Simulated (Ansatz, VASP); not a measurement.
## Ni in VASP and in Ansatz

File INCAR:

```
PREC = Accurate
ENCUT = 520
EDIFF = 1E-7
ISMEAR = -1
SIGMA = 0.05
LREAL = F
LASPH = T
NELM = 150
ALGO = Normal
ISIF = 2
LWAVE = F
LCHARG = F
ISPIN = 2
MAGMOM = 1.5
LORBIT = 11
LMAXMIX = 4
NBANDS = 15
```

The input KPOINTS:

```
regular mesh
0
Gamma
  20 20 20
```

Contents of POSCAR:

```
Ni
1.0
    0.0000000000      1.7738236312      1.7738236312
    1.7738236312      0.0000000000      1.7738236312
    1.7738236312      1.7738236312      0.0000000000
Ni
1
Direct
    0.0000000000      0.0000000000      0.0000000000
```

Input for Ansatz:

```yaml
crystal:
  lattice:
    - [0.0, 1.7738236312, 1.7738236312]
    - [1.7738236312, 0.0, 1.7738236312]
    - [1.7738236312, 1.7738236312, 0.0]
  atoms:
    - { symbol: Ni, position: [0.0, 0.0, 0.0], spin: 1.5 }
magnetization:
  spin_polarized: true
kpoints:
  mp_grid: { grid: [20, 20, 20] }
  band_path:
    path:
      - [0.0, 0.0, 0.0]
      - [0.5, 0.0, 0.5]
      - [0.625, 0.25, 0.625]
      - [0.375, 0.375, 0.75]
      - [0.0, 0.0, 0.0]
      - [0.5, 0.5, 0.5]
      - [0.5, 0.25, 0.75]
      - [0.5, 0.0, 0.5]
    npoints: 5
scf:
  occupations: { method: fermi_dirac, width: 0.05 }
hamiltonian:
  xc: lda
  pseudopotentials: { kind: all_electron, lapw: { basis_error: 0.00025 } }
output:
  forces: true
  stress: true
  eigenvalues: true
```

Change from the starting cell: volume scaled by 1.01.

Alike in both runs: task single point; functional LDA; k mesh 20 × 20 × 20; occupations fermi-dirac, width 0.05 eV; collinear spin.

|  | VASP | Ansatz |
| --- | --- | --- |
| version | VASP 6.6.1 | Ansatz 0.2.0 |
| potentials or method | VASP PAW LDA potentials, release 64 (Ni), cutoff 520 eV | all-electron LAPW, scalar-relativistic |

Ansatz gave:

| Property | Result |
| --- | --- |
| pressure (GPa) | -21.0 |
| net moment per atom (μB) | 0.63 |
| size of the moment on the site where the two differ most (μB) | 0.65 |

**Question.** What did VASP give for the same quantities?

**Answer.** Pressure (GPa): -20.7; net moment per atom (μB): 0.61; size of the moment on the site where the two differ most (μB): 0.62.

LDA's correlation is that of Perdew and Zunger in VASP and of Perdew and Wang (1992) in Ansatz. Site moments also hang on the region over which each program counts them. Ansatz ran all-electron here, and VASP with PAW potentials.
